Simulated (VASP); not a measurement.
A run of VASP 6.6.1 is set up as follows.

Contents of INCAR:

```
SYSTEM = LiBe24
  PREC = Accurate
  ENCUT = 520
  EDIFF = 1E-6
  ISMEAR = 0
  SIGMA = 0.1
  LREAL = Auto
  LASPH = .TRUE.
  NELM = 80
  ALGO = Normal
  ISIF = 2
  LWAVE = .FALSE.
  LCHARG = .FALSE.
  LDIPOL = .TRUE.
  IDIPOL = 3
  DIPOL = 0.5 0.5 0.321
  GGA = CA
  NBANDS = 44
```

File KPOINTS:

```
regular mesh
0
G
  6 4 1
  0 0 0
```

POSCAR

```
LiBe24
1.0
    4.4524297775      0.0000000000      0.0000000000
    0.0000000000      7.0331519566      0.0000000000
    0.0000000000      0.0000000000     19.7998741761
Be Li
24 1
Direct
    0.0000000000      0.3750000000      0.2020214858
    0.0000000000      0.8750000000      0.2020214858
    0.5000000000      0.3750000000      0.2020214858
    0.5000000000      0.8750000000      0.2020214858
    0.2500000000      0.1250000000      0.2344789084
    0.2500000000      0.6250000000      0.2344789084
    0.7500000000      0.1250000000      0.2344789084
    0.7500000000      0.6250000000      0.2344789084
    0.2500000000      0.3750000000      0.2993937535
    0.2500000000      0.8750000000      0.2993937535
    0.7500000000      0.3750000000      0.2993937535
    0.7500000000      0.8750000000      0.2993937535
    0.0000000000      0.1250000000      0.3261495638
    0.0000000000      0.6250000000      0.3261495638
    0.5000000000      0.1250000000      0.3261495638
    0.5000000000      0.6250000000      0.3261495638
    0.0000000000      0.3750000000      0.3969669031
    0.0000000000      0.8750000000      0.3969669031
    0.5000000000      0.3750000000      0.3969669031
    0.5000000000      0.8750000000      0.3969669031
    0.2500000000      0.1250000000      0.4191882283
    0.2500000000      0.6250000000      0.4191882283
    0.7500000000      0.1250000000      0.4191882283
    0.7500000000      0.6250000000      0.4191882283
    0.4166666667      0.3750000000      0.5048157728
```

Potentials or basis: VASP PAW LDA potentials, release 64 (Be, Li_sv).

Launch:

```bash
$ cat potpaw_LDA.64/Be/POTCAR potpaw_LDA.64/Li_sv/POTCAR > POTCAR
$ mpirun -np 1 vasp_std > vasp.out
```

(1) Estimate the band gap on the k mesh.

(2) Estimate the largest force.

Answers

(1) zero (an odd number of electrons rules out a gap without spin polarisation).

(2) 0.707 eV/Å.
